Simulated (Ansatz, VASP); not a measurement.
TlCl in VASP and in Ansatz

Contents of INCAR:

```
SYSTEM = TlCl
ALGO = Normal
EDIFF = 1E-6
ENCUT = 500
GGA = PE
GGA_COMPAT = .False.
ISIF = 2
ISMEAR = 0
IVDW = 12
LASPH = .True.
LCHARG = .True.
LELF = .True.
LREAL = .False.
LVHAR = .True.
LWAVE = .False.
NBANDS = 17
NELM = 120
PREC = Accurate
SIGMA = 0.02
```

Contents of KPOINTS:

```
k-points
0
Gamma
  8 8 8
  0 0 0
```

Contents of POSCAR:

```
TlCl
1.0
    3.7964357606      0.0000000000      0.0000000000
    0.0000000000      3.7964357606      0.0000000000
    0.0000000000      0.0000000000      3.7964357606
Tl Cl
1 1
Direct
    0.0000000000      0.0000000000      0.0000000000
    0.5000000000      0.5000000000      0.5000000000
```

Input for Ansatz:

```yaml
crystal:
  lattice:
    - [3.7964357606, 0.0, 0.0]
    - [0.0, 3.7964357606, 0.0]
    - [0.0, 0.0, 3.7964357606]
  atoms:
    - { symbol: Tl, position: [0.0, 0.0, 0.0] }
    - { symbol: Cl, position: [0.5, 0.5, 0.5] }
basis:
  ecutwfc: 420
kpoints:
  mp_grid: { grid: [8, 8, 8] }
hamiltonian:
  xc: pbe
  dispersion: d3bj
scf:
  occupations: { method: gaussian, width: 0.02 }
output:
  forces: true
  stress: true
  eigenvalues: true
  write_density: true
  write_potential: true
  elf: true
  volumetric_format: npy
```

Alike in both runs: task single point; functional PBE; dispersion D3(BJ); k mesh 8 × 8 × 8; occupations gaussian, width 0.02 eV; no spin polarisation.

```csv
,VASP,Ansatz
version,VASP 6.6.1,Ansatz 0.2.0
potentials or method,"VASP PAW PBE potentials, release 64 (Tl_d, Cl), cutoff 500 eV","scalar-relativistic, plane waves, PAW"
valence electrons in the cell,20,20
```

VASP gave:

* gap on the k mesh at the Fermi level (eV): 2.01
* least direct gap on the mesh (eV): 2.01
* pressure (GPa): 0.7

Q: Which values does Ansatz return?

A: gap on the k mesh at the Fermi level (eV): 2.00; least direct gap on the mesh (eV): 2.00; pressure (GPa): 0.8.

Spin-orbit coupling is off throughout.
